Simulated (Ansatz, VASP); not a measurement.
**Two plane-wave programs on ZnS**

```
CELL_PARAMETERS angstrom
-3.84672 0.00000 0.00000
-1.92336 -3.33136 0.00000
-1.92317 -1.11034 12.59023
ATOMIC_POSITIONS crystal
Zn 0.78127 0.78127 0.65625
Zn 0.94792 0.94792 0.15625
Zn 0.03129 0.03129 0.90622
Zn 0.53127 0.53127 0.40622
S 0.71886 0.71886 0.84349
S 0.88551 0.88551 0.34349
S 0.30206 0.30206 0.09384
S 0.46874 0.46874 0.59384
```

Alike in both runs: task single point; functional PBE; k mesh 8 × 8 × 2; occupations gaussian, width 0.05 eV; no spin polarisation.

|  | VASP | Ansatz |
| --- | --- | --- |
| version | VASP 6.6.1 | Ansatz 0.2.0 |
| potentials or method | VASP PAW PBE potentials, release 64 (Zn, S), cutoff 520 eV | scalar-relativistic, plane waves, PAW |
| valence electrons in the cell | 72 | 72 |

Ansatz gave:

| Quantity | Value |
| --- | --- |
| gap on the k mesh at the Fermi level (eV) | 1.45 |
| least direct gap on the mesh (eV) | 1.46 |
| pressure (GPa) | -0.7 |
| traceless stress, the component that is largest in VASP (GPa) | 0.77 |
| rms of the force components (eV/Å) | 0.146 |

Question: Estimate VASP's values.

Answer: gap on the k mesh at the Fermi level (eV): 1.45; least direct gap on the mesh (eV): 1.45; pressure (GPa): -0.6; traceless stress, the component that is largest in VASP (GPa): 0.75; rms of the force components (eV/Å): 0.149.

Atom by atom the forces differ by 0.004 eV/Å (rms over components). The functional is the same, so the differences come from potentials, cutoffs and numerics.
